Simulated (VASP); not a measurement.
MgO, 2 atoms in the cell. Symmetry: Fm-3m, No. 225, cubic system. The conventional cell has a = 4.194 Å, b = 4.194 Å, c = 4.194 Å, α = 90.00°, β = 90.00°, γ = 90.00°. Within 2.8 Å of Mg (site symmetry m-3m) lie 6 O at 2.10 Å. Within 2.8 Å of O (site symmetry m-3m) lie 6 Mg at 2.10 Å. 

```yaml
Program: VASP 6.6.1
Task: single point
Functional: r2SCAN50
Potentials_or_basis: VASP PAW PBE potentials, release 64 (Mg, O)
Cutoff: 520 eV
k_mesh: 6 × 6 × 6
Occupations: fermi-dirac, width 0.05 eV
Spin: no spin polarisation
Dipole_correction: no
Grid_for_exact_exchange_PRECFOCK: Normal
Further_INCAR_settings: ALGO = Normal; EDIFF = 1e-07; NBANDS = 11
```

Potentials or basis: VASP PAW PBE potentials, release 64 (Mg, O).

Launch:

```bash
$ cat potpaw_PBE.64/Mg/POTCAR potpaw_PBE.64/O/POTCAR > POTCAR
$ cp INCAR.step1 INCAR
$ mpirun -np 1 vasp_std > vasp.out
$ cp INCAR.step2 INCAR
$ mpirun -np 1 vasp_std > vasp.out
```

Hardware: 1 thread of Intel(R) Xeon(R) Platinum 8488C (Sapphire Rapids), with other jobs on the host.

Task: How long does it take, and how much memory?

Result: Run time: 8.5 min on 1 thread of Intel(R) Xeon(R) Platinum 8488C (Sapphire Rapids) (shared host), peak memory 0.16 GiB. Counts: k points 16.
